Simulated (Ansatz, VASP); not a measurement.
**GaN in VASP and in Ansatz**

```xyz
2
Lattice="0.0000 1.9575 1.9575 1.9575 0.0000 1.9575 1.9575 1.9575 0.0000" Properties=species:S:1:pos:R:3 pbc="T T T"
Ga    0.0000    0.0000    0.0000
N     1.9575    1.9575    1.9575
```

Change from the starting cell: volume scaled by 0.8, crystal datasets.

Alike in both runs: task single point; functional r2SCAN; k mesh 15 × 15 × 15; occupations fermi-dirac, width 0.1 eV; no spin polarisation.

|  | VASP | Ansatz |
| --- | --- | --- |
| version | VASP 6.6.1 | Ansatz 0.2.0 |
| potentials or method | VASP PAW PBE potentials, release 64 (Ga_d, N), cutoff 520 eV | all-electron PAW with datasets made for the crystal, scalar-relativistic |

```tsv
	VASP	Ansatz	Ansatz less VASP
pressure (GPa)	92.5	89.3	-3.21
```

VASP's potentials were made for PBE, not for r2SCAN. Both programs put the cell under a high pressure, so it lies far from rest at this level. Ansatz ran all-electron here, and VASP with PAW potentials.

Noted on VASP's run: the cell as given lies far from equilibrium.
